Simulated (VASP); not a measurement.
A run of VASP 6.6.1:

INCAR

```
SYSTEM = SnS2
PREC = Accurate
ENCUT = 500
EDIFF = 1E-6
ISMEAR = 0
SIGMA = 0.01
LREAL = .False.
LASPH = .True.
NELM = 120
ALGO = Normal
ISIF = 2
LWAVE = .False.
LCHARG = .False.
GGA = PS
NBANDS = 20
GGA_COMPAT = .False.
```

KPOINTS

```
regular mesh
0
Gamma
  3 3 2
  0 0 0
```

POSCAR

```
SnS2
1.0
    3.6390000000      0.0000000000      0.0000000000
   -1.8195000000      3.1514660000      0.0000000000
    0.0000000000      0.0000000000      5.8680000000
Sn S
1 2
Direct
    0.0000000000      0.0000000000      0.0000000000
    0.3333333333      0.6666666667      0.2500000000
    0.6666666667      0.3333333333      0.7500000000
```

Potentials or basis: VASP PAW PBE potentials, release 64 (Sn_d, S).

The run is started by

```console
$ cat potpaw_PBE.64/Sn_d/POTCAR potpaw_PBE.64/S/POTCAR > POTCAR
$ mpirun -np 1 vasp_std > vasp.out
```

Hardware: 1 thread of Intel Xeon 8259CL, with other jobs on the host.

Q: How long does it take, and how much memory?

A: Wall time 17 s on 1 thread of Intel Xeon 8259CL (shared host), peak memory 0.18 GiB. Counts: scf iterations 14, k points 6.
